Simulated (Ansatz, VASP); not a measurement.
**Two plane-wave programs on KMgF3**

```
CELL_PARAMETERS angstrom
4.03604 -0.43190 -0.43190
-0.43190 4.03604 -0.43190
-0.43190 -0.43190 4.03604
ATOMIC_POSITIONS crystal
K 0.50000 0.50000 0.50000
Mg 0.00000 0.00000 0.00000
F 0.50000 0.00000 0.00000
F 0.00000 0.50000 0.00000
F 0.00000 0.00000 0.50000
```

Alike in both runs: task single point; functional LDA; k mesh 6 × 6 × 6; occupations gaussian, width 0.05 eV; no spin polarisation.

|  | VASP | Ansatz |
| --- | --- | --- |
| version | VASP 6.6.1 | Ansatz 0.2.0 |
| potentials or method | VASP PAW LDA potentials, release 64 (K_sv, Mg, F), cutoff 520 eV | scalar-relativistic, plane waves, PAW |
| valence electrons in the cell | 32 | 40 |

VASP gave:

- gap on the k mesh at the Fermi level (eV): 5.98
- least direct gap on the mesh (eV): 6.07
- pressure (GPa): -3.3
- traceless stress, the component that is largest in VASP (GPa): 10.10

Estimate Ansatz's values.

gap on the k mesh at the Fermi level (eV): 6.02; least direct gap on the mesh (eV): 6.10; pressure (GPa): -2.4; traceless stress, the component that is largest in VASP (GPa): 9.98.

LDA's correlation is that of Perdew and Zunger in VASP and of Perdew and Wang (1992) in Ansatz. VASP's potentials hold 32 valence electrons a cell and Ansatz's 40, so a difference there can come from the potentials and not from the codes.
